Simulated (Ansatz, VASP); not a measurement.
## TiH5: VASP beside Ansatz

```
Ti H
1.0
     2.95542    0.00000    0.00000
    -1.47771    2.55947    0.00000
     0.00000    0.00000   17.23829
Ti H
2 10
Direct
  0.66667 0.33333 0.92116
  0.33333 0.66667 0.07884
  0.33333 0.66667 0.96616
  0.00000 0.00000 0.86656
  0.00000 0.00000 0.13344
  0.66667 0.33333 0.03384
  0.33333 0.66667 0.30343
  0.33333 0.66667 0.34685
  0.66667 0.33333 0.69657
  0.66667 0.33333 0.65315
  0.00000 0.00000 0.47830
  0.00000 0.00000 0.52170
```

Alike in both runs: functional PBE; k mesh 12 × 12 × 2; occupations gaussian, width 0.1 eV; no spin polarisation.

Ansatz relaxed the structure, and its values are those at the end. VASP's run is a single point on that final structure, the one shown.

|  | VASP | Ansatz |
| --- | --- | --- |
| version | VASP 6.6.1 | Ansatz 0.2.0 |
| potentials or method | VASP PAW PBE potentials, release 64 (Ti_sv, H), cutoff 520 eV | scalar-relativistic, plane waves, PAW |
| valence electrons in the cell | 34 | 34 |

VASP gave:

| Property | Result |
| --- | --- |
| gap on the k mesh at the Fermi level (eV) | none |
| pressure (GPa) | -0.1 |
| rms of the force components (eV/Å) | 0.004 |

Question: Which values does Ansatz return?

Answer: gap on the k mesh at the Fermi level (eV): none; pressure (GPa): 0.0; rms of the force components (eV/Å): 0.001.

A gap of «none» marks a metal or a gap that the smearing closes.
